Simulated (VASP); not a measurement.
**Si: single point with PBEsol**

Si:

```
Si
1.0
     0.00000    2.68506    2.68506
     2.68506    0.00000    2.68506
     2.68506    2.68506    0.00000
Si
2
Direct
  0.50000 0.50000 0.50000
  0.75000 0.75000 0.75000
```

This cell differs from its parent crystal: volume scaled by 0.96.

```yaml
Program: VASP 6.6.1
Task: single point
Functional: PBEsol
Potentials_or_basis: VASP PAW PBE potentials, release 64 (Si)
Cutoff: 520 eV
k_mesh: 8 × 8 × 8
Occupations: fermi-dirac, width 0.05 eV
Spin: no spin polarisation
```

The pressure is 3.7 GPa. The band gap on the k mesh is 0.45 eV, indirect (least direct gap 2.53 eV).

Levels at points of the mesh, in eV from the valence-band top:
| k point | band 1 | band 2 | band 3 | band 4 | band 5 | band 6 | band 7 | band 8 |
| --- | --- | --- | --- | --- | --- | --- | --- | --- |
| (0.00, 0.00, 0.00) | -12.23 | 0.00 | 0.00 | 0.00 | 2.53 | 2.53 | 2.53 | 3.71 |
| (0.50, 0.00, 0.00) | -9.79 | -7.18 | -1.23 | -1.23 | 1.58 | 3.25 | 3.25 | 7.55 |
| (0.50, 0.50, 0.00) | -7.94 | -7.94 | -2.96 | -2.96 | 0.52 | 0.52 | 10.35 | 10.35 |

Wall time 7.1 s on 1 thread of Intel(R) Xeon(R) Platinum 8488C (Sapphire Rapids), on a shared host, peak memory 0.15 GiB.

Caveat: the PAW data sets were made with another functional, which shifts forces and pressure a little. A k mesh can miss the band edges.
